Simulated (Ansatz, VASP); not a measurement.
Two plane-wave programs on Cd5HgS6

The input INCAR:

```
SYSTEM = Cd5HgS6
PREC = Accurate
ENCUT = 520
EDIFF = 1E-6
ISMEAR = 0
SIGMA = 0.1
LREAL = .FALSE.
LASPH = .TRUE.
NELM = 60
ALGO = Normal
ISIF = 2
LWAVE = .FALSE.
LCHARG = .FALSE.
GGA = PE
NBANDS = 66
```

The input KPOINTS:

```
regular mesh
0
G
  4 2 2
  0 0 0
```

The input POSCAR:

```
Cd5HgS6
1.0
    0.0000000000     -4.0827746987      0.0000000000
   -7.1334110547      0.0000000000     -0.0067104435
    0.4876316998      0.0000000000     -9.5965887485
Cd Hg S
5 1 6
Direct
    0.5942185461      0.0000000000      0.5000000000
    0.7097365349      0.7160255512      0.8363091948
    0.2079586506      0.2162419908      0.8318462988
    0.2079586506      0.7837580092      0.1681537012
    0.7097365349      0.2839744488      0.1636908052
    0.1965764482      0.5000000000      0.5000000000
    0.4904626828      1.0000000000      1.0000000000
    0.0046783253      0.5000000000      0.0000000000
    0.7142963764      0.7409499006      0.3265774760
    0.2250404469      0.2368118548      0.3316823047
    0.2250404469      0.7631881452      0.6683176953
    0.7142963764      0.2590500994      0.6734225240
```

Input for Ansatz:

```yaml
crystal:
  lattice:
    - [0.0, -4.0827746987, 0.0]
    - [-7.1334110547, 0.0, -0.0067104435]
    - [0.4876316998, 0.0, -9.5965887485]
  atoms:
    - { symbol: Cd, position: [0.5942185461, 0.0, 0.5] }
    - { symbol: Cd, position: [0.7097365349, 0.7160255512, 0.8363091948] }
    - { symbol: Cd, position: [0.2079586506, 0.2162419908, 0.8318462988] }
    - { symbol: Cd, position: [0.2079586506, 0.7837580092, 0.1681537012] }
    - { symbol: Cd, position: [0.7097365349, 0.2839744488, 0.1636908052] }
    - { symbol: Hg, position: [0.1965764482, 0.5, 0.5] }
    - { symbol: S, position: [0.4904626828, 1.0, 1.0] }
    - { symbol: S, position: [0.0046783253, 0.5, 0.0] }
    - { symbol: S, position: [0.7142963764, 0.7409499006, 0.326577476] }
    - { symbol: S, position: [0.2250404469, 0.2368118548, 0.3316823047] }
    - { symbol: S, position: [0.2250404469, 0.7631881452, 0.6683176953] }
    - { symbol: S, position: [0.7142963764, 0.2590500994, 0.673422524] }
basis:
  ecutwfc: 420
kpoints:
  mp_grid: { grid: [4, 2, 2] }
hamiltonian:
  xc: pbe
scf:
  occupations: { method: gaussian, width: 0.1 }
  lower_state_search: "off"
output:
  forces: true
  stress: true
  eigenvalues: true
```

Alike in both runs: task single point; functional PBE; k mesh 4 × 2 × 2; occupations gaussian, width 0.1 eV; no spin polarisation.

|  | VASP | Ansatz |
| --- | --- | --- |
| version | VASP 6.6.1 | Ansatz 0.2.0 |
| potentials or method | VASP PAW PBE potentials, release 64 (Cd, Hg, S), cutoff 520 eV | scalar-relativistic, plane waves, PAW |
| valence electrons in the cell | 108 | 156 |

```tsv
	VASP	Ansatz	Ansatz less VASP
gap on the k mesh at the Fermi level (eV)	0.71	0.71	-0.006
least direct gap on the mesh (eV)	0.96	0.96	-0.002
pressure (GPa)	0.4	0.0	-0.35
traceless stress, the component that is largest in VASP (GPa)	0.06	0.12	+0.057
rms of the force components (eV/Å)	0.013	0.005	-0.0076
```

Atom by atom the forces differ by 0.014 eV/Å (rms over components). VASP's potentials hold 108 valence electrons a cell and Ansatz's 156, so a difference there can come from the potentials and not from the codes.

The k mesh is coarse, so the values compare programs but aren't converged. Spin-orbit coupling is off throughout.
